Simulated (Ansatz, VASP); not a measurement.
NbFe2N3 in VASP and in Ansatz

```xyz
6
Lattice="5.8078 0.0000 0.0000 -2.9039 5.0297 0.0000 0.0000 0.0000 2.6131" Properties=species:S:1:pos:R:3 pbc="T T T"
Nb    0.0000    0.0000    1.3065
Fe    0.0000    3.3531    0.0000
Fe    2.9039    1.6766    0.0000
N     2.9039    0.0000    0.0000
N    -1.4519    2.5148    0.0000
N     1.4519    2.5148    0.0000
```

Alike in both runs: task relaxation of cell and atoms; functional PBE; k mesh 6 × 6 × 14; occupations gaussian, width 0.1 eV; no spin polarisation.

```csv
,VASP,Ansatz
version,VASP 6.6.1,Ansatz 0.2.0
potentials or method,"VASP PAW PBE potentials, release 64 (Nb_sv, Fe, N), cutoff 600 eV","scalar-relativistic, plane waves, PAW"
valence electrons in the cell,44,60
```

```csv
,VASP,Ansatz,Ansatz less VASP
"gap on the k mesh at the Fermi level, each at its own relaxed structure (eV)",none,none,-
relaxed volume (Å³/atom),12.82,12.77,-0.053
relaxed cell length with the largest relative difference (Å),5.828,5.806,-0.0222
```

A gap of «none» marks a metal or a gap that the smearing closes. VASP's potentials hold 44 valence electrons a cell and Ansatz's 60, so a difference there can come from the potentials and not from the codes.
